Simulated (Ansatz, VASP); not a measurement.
Mg: VASP beside Ansatz

Contents of INCAR:

```
ALGO = Normal
EDIFF = 1E-6
ENCUT = 520
GGA = PE
ISIF = 2
ISMEAR = 0
LASPH = True
LCHARG = False
LREAL = False
LWAVE = False
NBANDS = 9
NELM = 100
PREC = Accurate
SIGMA = 0.05
```

KPOINTS

```
k-points
0
Gamma
  12 12 8
```

Contents of POSCAR:

```
Mg
1.0
    3.2093000000      0.0000000000      0.0000000000
   -1.6046500000      2.7793353284      0.0000000000
    0.0000000000      0.0000000000      5.2103000000
Mg
2
Direct
    0.3333333333      0.6666666667      0.2500000000
    0.6666666667      0.3333333333      0.7691927528
```

Input for Ansatz:

```yaml
crystal:
  lattice:
    - [3.2093, 0.0, 0.0]
    - [-1.60465, 2.7793353284, 0.0]
    - [0.0, 0.0, 5.2103]
  atoms:
    - { symbol: Mg, position: [0.3333333333, 0.6666666667, 0.25] }
    - { symbol: Mg, position: [0.6666666667, 0.3333333333, 0.7691927528] }
basis:
  ecutwfc: 420
  fft_grid_basis: typed
kpoints:
  mp_grid: { grid: [12, 12, 8] }
hamiltonian:
  xc: pbe
  pseudopotentials: { kind: paw }
scf:
  occupations: { method: gaussian, width: 0.05 }
output:
  forces: true
  stress: true
  eigenvalues: true
  bader: true
  write_density: true
  volumetric_format: npy
```

Alike in both runs: task single point; functional PBE; k mesh 12 × 12 × 8; occupations gaussian, width 0.05 eV; no spin polarisation.

```csv
,VASP,Ansatz
version,VASP 6.6.1,Ansatz 0.2.0
potentials or method,"VASP PAW PBE potentials, release 64 (Mg), cutoff 520 eV","scalar-relativistic, plane waves, PAW"
valence electrons in the cell,4,20
```

|  | VASP | Ansatz | Ansatz less VASP |
| --- | --- | --- | --- |
| gap on the k mesh at the Fermi level (eV) | none | none | - |
| pressure (GPa) | -0.5 | -0.4 | +0.13 |
| traceless stress, the component that is largest in VASP (GPa) | -0.55 | -0.55 | +0.003 |
| rms of the force components (eV/Å) | 0.152 | 0.153 | +0.0004 |

Atom by atom the forces differ by 0.000 eV/Å (rms over components). A gap of «none» marks a metal or a gap that the smearing closes. VASP's potentials hold 4 valence electrons a cell and Ansatz's 20, so a difference there can come from the potentials and not from the codes.
